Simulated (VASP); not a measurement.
Runs of VASP 6.6.1 on BP. The structure is that of space group Fm-3m (No. 225), or close to it. The cells are those of the table. 

```csv
task,level,cell,k mesh,cutoff (eV),grid for exact exchange (PRECFOCK),share of exact exchange,screening parameter,gap on the mesh (eV),pressure (GPa),relaxed volume (Å³/atom)
relaxation of cell and atoms,PBE,"relaxed from a = 2.870 Å, angles 60.0°, 2 atoms",10 × 10 × 10,600,-,-,-,none,0.0,(b)
single point,PBE,"a = 3.048 Å, angles 60.0°, 2 atoms",10 × 10 × 10,520,-,-,-,none,0.0,-
relaxation of cell and atoms,r2SCAN,"relaxed from a = 3.049 Å, angles 60.0°, 2 atoms",10 × 10 × 10,600,-,-,-,none,0.0,9.99
single point,PBE,"a = 3.049 Å, angles 60.0°, 2 atoms",10 × 10 × 10,520,-,-,-,none,(a),-
single point,r2SCAN,"a = 3.048 Å, angles 60.0°, 2 atoms",10 × 10 × 10,520,-,-,-,none,-0.3,-
single point,HSE06,"a = 3.048 Å, angles 60.0°, 2 atoms",8 × 8 × 8,520,Normal,0.25,0.2079 1/Å,none,-4.4,-
```

Alike in all rows: potentials or basis VASP PAW PBE potentials, release 64 (B, P); no spin polarisation; smearing fermi-dirac 0.02 eV.

Fill in the values left out.

(a) -0.2; (b) 10.01.

Caveats: the structure was generated, so it needn't be the stable form of BP; the PAW data sets were made with another functional, which shifts forces and pressure a little (at least some runs); the volume moved by over 15 % at a fixed basis, so the end points are rough (at least some runs); the cell stands under tension (at least some runs).

A gap of «none» marks levels without a gap at the run's occupations.
